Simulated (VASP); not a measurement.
Write the native input for VASP 6.6.1 that does the following.

```
Task                   : single point
Functional             : PBE
Potentials or basis    : VASP PAW PBE potentials, release 64 (Si, C)
Cutoff                 : 520 eV
k mesh                 : 6 × 6 × 6
Occupations            : gaussian, width 0.05 eV
Spin                   : no spin polarisation
Dipole correction      : no
Further INCAR settings : LREAL = Auto; ALGO = Normal; EDIFF = 1e-06; NBANDS = 46
```

The structure of SiC lies in POSCAR:

```
SiC
1.0
    1.5459663965     -2.6777055277      5.0742942797
    1.5459755657     -2.6777051506     -5.0742927094
    3.0919406763      5.3554115246     -0.0000060853
Si C
8 8
Direct
    0.3356243164      0.3310428922      0.1666664354
    0.8356247915      0.8310426526      0.1666666646
    0.3356247378      0.3310431447      0.6666662897
    0.8356246591      0.8310424739      0.6666666860
    0.9189573032      0.4143759261      0.3333336971
    0.4189577527      0.9143757854      0.3333336768
    0.9189578172      0.4143754017      0.8333336798
    0.4189575595      0.9143763558      0.8333337678
    0.5235411904      0.1431232388      0.1666672286
    0.0235415998      0.6431227491      0.1666673706
    0.5235413887      0.1431230412      0.6666672821
    0.0235415089      0.6431229392      0.6666673488
    0.1068760710      0.2264583252      0.3333323866
    0.6068766400      0.7264583341      0.3333325975
    0.1068764874      0.2264581004      0.8333322720
    0.6068761765      0.7264586396      0.8333326165
```

These files were run (other wordings do the same):

INCAR

```
SYSTEM = SiC
PREC = Accurate
ENCUT = 520
EDIFF = 1E-6
ISMEAR = 0
SIGMA = 0.05
LREAL = Auto
LASPH = .True.
NELM = 60
ALGO = Normal
ISIF = 2
LWAVE = .False.
LCHARG = .True.
GGA = PE
LELF = .True.
LVHAR = .True.
NBANDS = 46
```

KPOINTS

```
Automatic mesh
0
Gamma
  6 6 6
  0 0 0
```

Potentials or basis: VASP PAW PBE potentials, release 64 (Si, C).

The run is started by

```bash
$ cat potpaw_PBE.64/Si/POTCAR potpaw_PBE.64/C/POTCAR > POTCAR
$ mpirun -np 1 vasp_std > vasp.out
```

It gave:

| Item | Value |
| --- | --- |
| Pressure | -0.1 GPa |
| Band gap on the k mesh | 2.30 eV |

Wall time 14 min on 1 thread of Intel(R) Xeon(R) 6975P-C (Granite Rapids) (shared host), peak memory 0.42 GiB.
